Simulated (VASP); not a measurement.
A run of VASP 6.6.1:

INCAR

```
PREC = Accurate
ENCUT = 520
EDIFF = 1E-7
ISMEAR = 0
SIGMA = 0.1
LREAL = False
LASPH = True
NELM = 100
ALGO = Normal
ISIF = 2
LWAVE = False
LCHARG = False
GGA = PE
NBANDS = 26
```

Contents of KPOINTS:

```
Automatic mesh
0
Gamma
  10 10 10
```

Contents of POSCAR:

```
LaO4
1.0
   -2.7764908313      2.7764908313      2.7764908313
    2.7764908313     -2.7764908313      2.7764908313
    2.7764908313      2.7764908313     -2.7764908313
La O
1 4
Direct
    0.0000000000      0.0000000000      0.0000000000
    0.0000000000      0.5000000000      0.0000000000
    0.5000000000      0.5000000000      0.5000000000
    0.0000000000      0.0000000000      0.5000000000
    0.5000000000      0.0000000000      0.0000000000
```

Potentials or basis: VASP PAW PBE potentials, release 64 (La, O).

The run is started by

```sh
$ cat potpaw_PBE.64/La/POTCAR potpaw_PBE.64/O/POTCAR > POTCAR
$ mpirun -np 1 vasp_std > vasp.out
```

Hardware: 1 thread of Intel(R) Xeon(R) Platinum 8488C (Sapphire Rapids), on a shared host.

Task: How long does it take, and how much memory?

Result: Wall time 96 s on 1 thread of Intel(R) Xeon(R) Platinum 8488C (Sapphire Rapids) (shared host), peak memory 0.26 GiB. Counts: scf iterations 15, k points 47.
